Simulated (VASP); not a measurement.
# CdS (Greenockite) (P6_3mc) in VASP: further runs, part 2 of 3

VASP 6.6.1. The steps go on from the part before.

## Step 3: Single point, PBE

This run uses another cell than the first one, of 25.12 Å³/atom, 1.020 times its volume.

File INCAR:

```
PREC = Accurate
ENCUT = 520
EDIFF = 1E-6
ISMEAR = -1
SIGMA = 0.02
LREAL = False
LASPH = True
NELM = 100
ALGO = Normal
ISIF = 2
LWAVE = False
LCHARG = True
GGA = PE
LELF = True
LVHAR = True
NBANDS = 26
```

File KPOINTS:

```
regular mesh
0
Gamma
  12 12 7
```

File POSCAR:

```
CdS
1.0
    4.1500000000      0.0000000000      0.0000000000
   -2.0750000000      3.5940054257      0.0000000000
    0.0000000000      0.0000000000      6.7370000000
Cd S
2 2
Direct
    0.3333333333      0.6666666667     -0.0010297073
    0.6666666667      0.3333333333      0.4989702927
    0.3333333333      0.6666666667      0.3760297073
    0.6666666667      0.3333333333      0.8760297073
```

Potentials or basis: VASP PAW PBE potentials, release 64 (Cd, S).

The run is started by

```sh
$ cat potpaw_PBE.64/Cd/POTCAR potpaw_PBE.64/S/POTCAR > POTCAR
$ mpirun -np 1 vasp_std > vasp.out
```

OUTCAR:

```text
PREC = Accurate
   ENCUT = 520
   EDIFF = 1E-6
   ISMEAR = -1
   LREAL = False
   LASPH = True
   NELM = 100
   ISIF = 2
   GGA = PE

 ion  position               nearest neighbor table
   1  0.333  0.667  0.999-   4 2.54   4 2.54   4 2.54   3 2.54
   2  0.667  0.333  0.499-   3 2.54   3 2.54   3 2.54   4 2.54
   3  0.333  0.667  0.376-   2 2.54   2 2.54   2 2.54   1 2.54
   4  0.667  0.333  0.876-   1 2.54   1 2.54   1 2.54   2 2.54

  LATTYP: Found a hexagonal cell.
 ALAT       =     4.1500000000
 C/A-ratio  =     1.6233734940

  Lattice vectors:

 A1 = (   4.1500000000,   0.0000000000,   0.0000000000)
 A2 = (  -2.0750000000,   3.5940054257,   0.0000000000)
 A3 = (   0.0000000000,   0.0000000000,   6.7370000000)

Analysis of symmetry for initial positions (statically):
=====================================================================
 Subroutine PRICEL returns:
 Original cell was already a primitive cell.

 Routine SETGRP: Setting up the symmetry group for a
 hexagonal supercell.

 Subroutine GETGRP returns: Found 12 space group operations
 (whereof  6 operations were pure point group operations)
 out of a pool of 24 trial point group operations.

The static configuration has the point symmetry C_3v.
 The point group associated with its full space group is C_6v.

Analysis of symmetry for dynamics (positions and initial velocities):
=====================================================================
 Subroutine PRICEL returns:
 Original cell was already a primitive cell.

 Routine SETGRP: Setting up the symmetry group for a
 hexagonal supercell.

 Subroutine GETGRP returns: Found 12 space group operations
 (whereof  6 operations were pure point group operations)
 out of a pool of 24 trial point group operations.

The dynamic configuration has the point symmetry C_3v.
 The point group associated with its full space group is C_6v.

 Subroutine INISYM returns: Found 12 space group operations
 (whereof  6 operations are pure point group operations),
 and found     1 'primitive' translations

----------------------------------------------------------------------------------------

                                     Primitive cell

  volume of cell :     100.4832

  direct lattice vectors                    reciprocal lattice vectors
     4.150000000  0.000000000  0.000000000     0.240963855  0.139120547  0.000000000
    -2.075000000  3.594005426  0.000000000     0.000000000  0.278241094  0.000000000
     0.000000000  0.000000000  6.737000000     0.000000000  0.000000000  0.148434021

  length of vectors
     4.150000000  4.150000000  6.737000000     0.278241094  0.278241094  0.148434021

  position of ions in fractional coordinates (direct lattice)
     0.333333333  0.666666667  0.998970293
     0.666666667  0.333333333  0.498970293
     0.333333333  0.666666667  0.376029707
     0.666666667  0.333333333  0.876029707

  ion indices of the primitive-cell ions
   primitive index   ion index
                 1           1
                 2           2
                 3           3
                 4           4

----------------------------------------------------------------------------------------

 KPOINTS: regular mesh

Automatic generation of k-mesh.
 Grid dimensions read from file:
 generate k-points for:   12   12    7

 Generating k-lattice:

  Cartesian coordinates                     Fractional coordinates (reciprocal lattice)
     0.020080321  0.011593379  0.000000000     0.083333333  0.000000000  0.000000000
     0.000000000  0.023186758  0.000000000     0.000000000  0.083333333  0.000000000
     0.000000000  0.000000000  0.021204860     0.000000000  0.000000000  0.142857143

  Length of vectors
     0.023186758  0.023186758  0.021204860

  Shift w.r.t. Gamma in fractional coordinates (k-lattice)
     0.000000000  0.000000000  0.000000000

 Subroutine IBZKPT returns following result:
 ===========================================

 Found     76 irreducible k-points:

 Following reciprocal coordinates:
            Coordinates               Weight
  0.000000  0.000000  0.000000      1.000000
  0.083333 -0.000000  0.000000      6.000000
  0.166667 -0.000000  0.000000      6.000000
  0.250000 -0.000000  0.000000      6.000000
  0.333333 -0.000000  0.000000      6.000000
  0.416667 -0.000000  0.000000      6.000000
[... 16 lines left out ...]
  0.250000 -0.000000  0.142857     12.000000
  0.333333 -0.000000  0.142857     12.000000
 [... further k-points ...]
   k-points           NKPTS =     76   k-points in BZ     NKDIM =     76   number of bands    NBANDS=     26
   number of dos      NEDOS =    301   number of ions     NIONS =      4
   total plane-waves  NPLWV =  51200
   dimension x,y,z NGX =    32 NGY =   32 NGZ =   50
   dimension x,y,z NGXF=    64 NGYF=   64 NGZF=  100
   ions per type =               2   2
   NGX,Y,Z   is equivalent  to a cutoff of  12.82, 12.82, 12.34 a.u.
   NGXF,Y,Z  is equivalent  to a cutoff of  25.64, 25.64, 24.68 a.u.
 SYSTEM =  unknown system
   PREC   = accura    normal or accurate (medium, high low for compatibility)
   ISTART =      0    job   : 0-new  1-cont  2-samecut
   ICHARG =      2    charge: 1-file 2-atom 10-const
   ISPIN  =      1    spin polarized calculation?
   LNONCOLLINEAR =      F non collinear calculations
   LSORBIT =      F    spin-orbit coupling
   LASPH  =      T    aspherical Exc in radial PAW
   ENCUT  =  520.0 eV  38.22 Ry    6.18 a.u.   7.72  7.72 12.53*2*pi/ulx,y,z
   NELM   =    100;   NELMIN=  2; NELMDL= -5     # of ELM steps
   EDIFF  = 0.1E-05   stopping-criterion for ELM
   LREAL  =      F    real-space projection
   EDIFFG = 0.1E-04   stopping-criterion for IOM
   NSW    =      0    number of steps for IOM
   IBRION =     -1    ionic relax: 0-MD 1-quasi-New 2-CG
   NFREE  =      0    steps in history (QN), initial steepest desc. (CG)
   ISIF   =      2    stress and relaxation
   ISYM   =      2    0-nonsym 1-usesym 2-fastsym
   POTIM  = 0.5000    time-step for ionic-motion
   TEBEG  =    0.0;   TEEND  =   0.0 temperature during run
   PSTRESS=    0.0 pullay stress
   NELECT =      36.0000    total number of electrons
   NUPDOWN=      -1.0000    fix difference up-down
   EMIN   =  10.00;   EMAX   =-10.00  energy-range for DOS
   EFERMI =   0.00;   METHOD = LEGACY
   ISMEAR =    -1;   SIGMA  =   0.02  broadening in eV -4-tet -1-fermi 0-gaus
   EFERMI_NEDOS =   21; number of points for ismear=-14 and -15
   IALGO  =     38    algorithm
   IMIX   =      4    mixing-type and parameters
     AMIX     =   0.40;   BMIX     =  1.00
     AMIX_MAG =   1.60;   BMIX_MAG =  1.00
  volume/ion in A,a.u.               =      25.12       169.52
  Fermi-wavevector in a.u.,A,eV,Ry     =   1.162727  2.197236 18.394190  1.351935
  Thomas-Fermi vector in A             =   2.299285
   LORBIT       =      0    0 simple, 1 ext, 2 COOP (PROOUT), +10 PAW based schemes
   GGA     = PE    functional components
[... 5 lines left out ...]
 non-spin polarized calculation
  energy-cutoff  :      520.00
  volume of cell :      100.48
 maximum number of plane-waves:      2731
 NGX is ok and might be reduce to    32
   NGX = 15   NGY = 15   NGZ = 25

 number of electron      35.9999998 magnetization

 Free energy of the ion-electron system (eV)
  ---------------------------------------------------
  ext. energy  EPLUGINS =         0.00000000
  ---------------------------------------------------
  free energy    TOTEN  =       -12.26904567 eV

  energy without entropy =      -12.26904567  energy(sigma->0) =      -12.26904567

 E-fermi :   1.6417     XC(G=0):  -9.0852

 val. band max:        1.2026634736   @ k =   0.0000   0.0000   0.0000
 cond. band min:       2.4057713324   @ k =   0.0000   0.0000   0.0000
 fundamental gap:      1.2031078588
 Fermi energy:         1.6416622223

 k-point     1 :       0.0000    0.0000    0.0000
  band No.  band energies     occupation
      1     -11.0916      2.00000
      2     -10.6699      2.00000
      3      -6.4559      2.00000
      4      -6.4510      2.00000
      5      -6.4510      2.00000
      6      -6.3691      2.00000
[... 18 lines left out ...]
     25       8.7801      0.00000
     26       8.9028      0.00000
[... 644 lines left out ...]
      4      -6.3504      2.00000
      5      -6.2477      2.00000
      6      -6.2171      2.00000
[... 18 lines left out ...]
     25       9.3617      0.00000
     26      10.1962      0.00000

 [... further k-points ...]
[... 5 lines left out ...]
  --------------------------------------------------------------------------------------
  -------------------------------------------------------------------------------------
  Total        1.4812660      1.4812660      1.5636089      0.0000000     -0.0000000      0.0000000
  in kB       23.6183885     23.6183885     24.9313234      0.0000000     -0.0000000      0.0000000
  external PRESSURE =      24.0560334 kB  Pullay stress =       0.0000000 kB

 VOLUME and BASIS-vectors are now :
 -----------------------------------------------------------------------------
  energy-cutoff  :      520.00
  volume of cell :      100.48
      direct lattice vectors                 reciprocal lattice vectors
     4.150000000  0.000000000  0.000000000     0.240963855  0.139120547  0.000000000
    -2.075000000  3.594005426  0.000000000     0.000000000  0.278241094  0.000000000
     0.000000000  0.000000000  6.737000000     0.000000000  0.000000000  0.148434021

 POSITION                                       TOTAL-FORCE (eV/Angst)
 -----------------------------------------------------------------------------------
     -0.00000      2.39600      6.73006        -0.000000     -0.000000     -0.000333
      2.07500      1.19800      3.36156         0.000000      0.000000     -0.000333
     -0.00000      2.39600      2.53331        -0.000000     -0.000000      0.000333
      2.07500      1.19800      5.90181        -0.000000     -0.000000      0.000333
 -----------------------------------------------------------------------------------
    total drift:                               -0.000000     -0.000000     -0.001397

  FREE ENERGIE OF THE ION-ELECTRON SYSTEM (eV)
  ---------------------------------------------------
  free  energy   TOTEN  =       -12.2690456730 eV

  energy  without entropy=      -12.2690456730  energy(sigma->0) =      -12.26904567
```

Wall time 2.4 min (1 thread of AMD EPYC 7R43 (Zen 3), shared host); peak memory 0.28 GiB.

What came out:

| Property | Result |
| --- | --- |
| Free energy | -12.2690 eV |
| Pressure | 2.4 GPa |
| Band gap on the k mesh | 1.20 eV, direct |

Stress tensor (GPa, compression positive):
```
2.36 0.00 0.00
0.00 2.36 0.00
0.00 0.00 2.49
```

Levels at points of the mesh, in eV from the valence-band top:
| k point | band 14 | band 15 | band 16 | band 17 | band 18 | band 19 | band 20 | band 21 | band 22 | band 23 |
| --- | --- | --- | --- | --- | --- | --- | --- | --- | --- | --- |
| (0.00, 0.00, 0.00) | -0.75 | -0.75 | -0.04 | 0.00 | 0.00 | 1.20 | 2.77 | 6.47 | 6.47 | 6.81 |
| (0.50, 0.00, 0.00) | -3.48 | -2.60 | -1.85 | -1.26 | -0.74 | 3.71 | 3.88 | 5.12 | 6.39 | 7.04 |

A k mesh can miss the band edges.

[end of part 2 of 3]
